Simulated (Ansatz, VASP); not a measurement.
One calculation of ScAl, two programs

The input POSCAR:

```
ScAl
1.0
    3.3703489700      0.0000000000      0.0000000000
    0.0000000000      3.3703489700      0.0000000000
    0.0000000000      0.0000000000      3.3703489700
Sc Al
1 1
Direct
    0.5000000000      0.5000000000      0.5185440738
    0.0000000000      0.0000000000      0.0000000000
```

File INCAR.step1:

```
PREC = Accurate
ENCUT = 520
ISMEAR = 0
SIGMA = 0.15
LREAL = False
LASPH = True
NELM = 60
NBANDS = 14
GGA = PE
ALGO = Normal
EDIFF = 1E-4
LWAVE = True
LCHARG = False
```

INCAR.step2

```
PREC = Accurate
ENCUT = 520
EDIFF = 1E-6
ISMEAR = 0
SIGMA = 0.15
LREAL = False
LASPH = True
NELM = 60
ALGO = Normal
ISIF = 2
LWAVE = False
LCHARG = False
METAGGA = R2SCAN
LMIXTAU = True
NBANDS = 14
ISTART = 1
```

File KPOINTS:

```
Automatic mesh
0
Gamma
  14 14 14
```

Input for Ansatz:

```yaml
crystal:
  lattice:
    - [3.37034897, 0.0, 0.0]
    - [0.0, 3.37034897, 0.0]
    - [0.0, 0.0, 3.37034897]
  atoms:
    - { symbol: Sc, position: [0.5, 0.5, 0.5185440738] }
    - { symbol: Al, position: [0.0, 0.0, 0.0] }
basis:
  ecutwfc: 500
kpoints:
  mp_grid: { grid: [14, 14, 14] }
hamiltonian:
  xc: r2scan
scf:
  occupations: { method: gaussian, width: 0.15 }
output:
  forces: true
  stress: true
  eigenvalues: true
```

Change from the starting cell: all Sc atoms moved +0.062 Å, as atom 1 along Cartesian [0 0 1].

Alike in both runs: task single point; functional r2SCAN; k mesh 14 × 14 × 14; occupations gaussian, width 0.15 eV; no spin polarisation.

|  | VASP | Ansatz |
| --- | --- | --- |
| version | VASP 6.6.1 | Ansatz 0.2.0 |
| potentials or method | VASP PAW PBE potentials, release 64 (Sc_sv, Al), cutoff 520 eV | scalar-relativistic, plane waves, PAW |
| valence electrons in the cell | 14 | 14 |

```csv
,VASP,Ansatz,Ansatz less VASP
gap on the k mesh at the Fermi level (eV),none,none,-
pressure (GPa),0.2,0.1,-0.15
rms of the force components (eV/Å),0.194,0.193,-0.0015
```

VASP's potentials were made for PBE, not for r2SCAN. Atom by atom the forces differ by 0.001 eV/Å (rms over components). A gap of «none» marks a metal or a gap that the smearing closes.
